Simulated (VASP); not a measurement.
# Nb (I4/mmm) in VASP: single point with PBEsol

Aim: the single point of Nb with PBEsol.

Program: VASP 6.6.1. These are calculated values, not measurements. Logs are shortened: lines on timing, memory, paths and dates and some standing lists are left out, and cuts for length are marked.

## Step 1: The cell of the first run

It takes space group I4/mmm (No. 139, tetragonal). The conventional cell has a = 3.494 Å, b = 3.494 Å, c = 3.411 Å, α = 90.00°, β = 90.00°, γ = 90.00°. Nb (site symmetry 4/mmm) has 14 Nb at 3.00 to 3.49 Å within 4.0 Å.

## Step 2: Single point, PBEsol (strain +0.050 along x and y, +0.025 along z)

INCAR

```
  PREC = Accurate
  ENCUT = 520
  EDIFF = 1E-6
  ISMEAR = 0
  SIGMA = 0.15
  LREAL = F
  LASPH = T
  NELM = 60
  ALGO = Fast
  ISIF = 2
  LWAVE = F
  LCHARG = F
  GGA = PS
  NBANDS = 12
```

KPOINTS

```
regular mesh
0
Gamma
  20 20 20
```

POSCAR

```
Nb
1.0
   -1.7471475000      1.7471475000      1.7055487500
    1.7471475000     -1.7471475000      1.7055487500
    1.7471475000      1.7471475000     -1.7055487500
Nb
1
Direct
    0.0000000000      0.0000000000      0.0000000000
```

Potentials or basis: VASP PAW PBE potentials, release 64 (Nb_sv).

Launch:

```bash
cat potpaw_PBE.64/Nb_sv/POTCAR > POTCAR
mpirun -np 1 vasp_std > vasp.out
```

OUTCAR:

```text
PREC = Accurate
   ENCUT = 520
   EDIFF = 1E-6
   ISMEAR = 0
   LREAL = F
   LASPH = T
   NELM = 60
   ISIF = 2
   GGA = PS

 ion  position               nearest neighbor table
   1  0.000  0.000  0.000-

  LATTYP: Found a body centered tetragonal cell.
 ALAT       =     3.4942950000
 C/A-ratio  =     0.9761904762

  Lattice vectors:

 A1 = (  -1.7471475000,   1.7471475000,   1.7055487500)
 A2 = (   1.7471475000,  -1.7471475000,   1.7055487500)
 A3 = (   1.7471475000,   1.7471475000,  -1.7055487500)

Analysis of symmetry for initial positions (statically):
=====================================================================
 Subroutine PRICEL returns:
 Original cell was already a primitive cell.

 Routine SETGRP: Setting up the symmetry group for a
 body centered tetragonal supercell.

 Subroutine GETGRP returns: Found 16 space group operations
 (whereof 16 operations were pure point group operations)
 out of a pool of 16 trial point group operations.

The static configuration has the point symmetry D_4h.

Analysis of symmetry for dynamics (positions and initial velocities):
=====================================================================
 Subroutine PRICEL returns:
 Original cell was already a primitive cell.

 Routine SETGRP: Setting up the symmetry group for a
 body centered tetragonal supercell.

 Subroutine GETGRP returns: Found 16 space group operations
 (whereof 16 operations were pure point group operations)
 out of a pool of 16 trial point group operations.

The dynamic configuration has the point symmetry D_4h.

 Subroutine INISYM returns: Found 16 space group operations
 (whereof 16 operations are pure point group operations),
 and found     1 'primitive' translations

----------------------------------------------------------------------------------------

                                     Primitive cell

  volume of cell :      20.8249

  direct lattice vectors                    reciprocal lattice vectors
    -1.747147500  1.747147500  1.705548750     0.000000000  0.286180760  0.293160779
     1.747147500 -1.747147500  1.705548750     0.286180760  0.000000000  0.293160779
     1.747147500  1.747147500 -1.705548750     0.286180760  0.286180760  0.000000000

  length of vectors
     3.002323319  3.002323319  3.002323319     0.409686063  0.409686063  0.404720713

  position of ions in fractional coordinates (direct lattice)
     0.000000000  0.000000000  0.000000000

  ion indices of the primitive-cell ions
   primitive index   ion index
                 1           1

[... 78 lines left out ...]
   ISYM   =      2    0-nonsym 1-usesym 2-fastsym
   POTIM  = 0.5000    time-step for ionic-motion
   TEBEG  =    0.0;   TEEND  =   0.0 temperature during run
   PSTRESS=    0.0 pullay stress
   NELECT =      13.0000    total number of electrons
   NUPDOWN=      -1.0000    fix difference up-down
   EMIN   =  10.00;   EMAX   =-10.00  energy-range for DOS
   EFERMI =   0.00;   METHOD = LEGACY
   ISMEAR =     0;   SIGMA  =   0.15  broadening in eV -4-tet -1-fermi 0-gaus
   EFERMI_NEDOS =   21; number of points for ismear=-14 and -15
   IALGO  =     68    algorithm
   IMIX   =      4    mixing-type and parameters
     AMIX     =   0.40;   BMIX     =  1.00
     AMIX_MAG =   1.60;   BMIX_MAG =  1.00
  volume/ion in A,a.u.               =      20.82       140.53
  Fermi-wavevector in a.u.,A,eV,Ry     =   1.399141  2.643993 26.634709  1.957596
  Thomas-Fermi vector in A             =   2.522230
   LORBIT       =      0    0 simple, 1 ext, 2 COOP (PROOUT), +10 PAW based schemes
   GGA     = PS    functional components
   LHFCALC =     F    Hartree Fock is set to
   AEXX    =    0.0000 exact exchange contribution
   IVDW    =     0    specifies the selected vdW correction
   LEPSILON=     F    determine dielectric tensor
   LRPA    =     F    only Hartree local field effects (RPA)
 non-spin polarized calculation
 RMM-DIIS sequential band-by-band and
 Gauss-broadening in eV      SIGMA  =   0.15
  energy-cutoff  :      520.00
  volume of cell :       20.82
 maximum number of plane-waves:       577
   NGX = 11   NGY = 11   NGZ = 11

 number of electron      13.0000000 magnetization

 Free energy of the ion-electron system (eV)
  ---------------------------------------------------
  ext. energy  EPLUGINS =         0.00000000
  ---------------------------------------------------
  free energy    TOTEN  =       -10.68632081 eV

  energy without entropy =      -10.66547686  energy(sigma->0) =      -10.67589883

 E-fermi :   9.1493     XC(G=0): -11.8951

 val. band max:        9.1441601616   @ k =  -0.2000  -0.3000   0.1500
 cond. band min:       9.1519483415   @ k =  -0.4000  -0.4500   0.2000
 fundamental gap:      0.0077881799
 Fermi energy:         9.1492727146

 k-point     1 :       0.0000    0.0000    0.0000
  band No.  band energies     occupation
      1     -45.3624      2.00000
      2     -20.9250      2.00000
      3     -20.9250      2.00000
      4     -20.9242      2.00000
      5       3.4917      2.00000
      6       9.3768      0.03192
      7       9.6027      0.00002
      8       9.6027      0.00002
      9      11.8199      0.00000
     10      12.1171      0.00000
     11      22.8022      0.00000
     12      22.8050      0.00000
[... 331 lines left out ...]
 k-point    24 :      -0.3500    0.0500   -0.0000
  band No.  band energies     occupation
      1     -45.2621      2.00000
      2     -21.5565      2.00000
      3     -21.1352      2.00000
      4     -20.9400      2.00000
      5       5.9078      2.00000
      6       8.1844      2.00000
      7       9.2077      0.58201
      8      11.7775      0.00000
      9      12.2713      0.00000
     10      12.6858      0.00000
     11      21.4994      0.00000
     12      22.1459      0.00000

 [... further k-points ...]
[... 5 lines left out ...]
  --------------------------------------------------------------------------------------
  -------------------------------------------------------------------------------------
  Total       -3.0474390     -3.0474390     -2.8248716      0.0000000     -0.0000000      0.0000000
  in kB     -234.4565288   -234.4565288   -217.3331776      0.0000000     -0.0000000      0.0000000
  external PRESSURE =    -228.7487451 kB  Pullay stress =       0.0000000 kB

 VOLUME and BASIS-vectors are now :
 -----------------------------------------------------------------------------
  energy-cutoff  :      520.00
  volume of cell :       20.82
      direct lattice vectors                 reciprocal lattice vectors
    -1.747147500  1.747147500  1.705548750     0.000000000  0.286180760  0.293160779
     1.747147500 -1.747147500  1.705548750     0.286180760  0.000000000  0.293160779
     1.747147500  1.747147500 -1.705548750     0.286180760  0.286180760  0.000000000

 POSITION                                       TOTAL-FORCE (eV/Angst)
 -----------------------------------------------------------------------------------
      0.00000      0.00000      0.00000         0.000000      0.000000     -0.000000
 -----------------------------------------------------------------------------------
    total drift:                               -0.000000      0.000000      0.000000

  FREE ENERGIE OF THE ION-ELECTRON SYSTEM (eV)
  ---------------------------------------------------
  free  energy   TOTEN  =       -10.6863208111 eV

  energy  without entropy=      -10.6654768581  energy(sigma->0) =      -10.67589883
```

Run time: 2.8 min. Hardware: 1 thread of Intel Xeon Platinum 8259CL at 2.50GHz (Skylake/Cascade Lake), shared host; peak memory 0.27 GiB.

What came out:

```yaml
Free_energy: -10.6863 eV
Pressure: -22.9 GPa
```

Caveat: the cell differs from its parent crystal (strain +0.050 along x and y, +0.025 along z); the PAW data sets were made with another functional, which shifts forces and pressure a little.
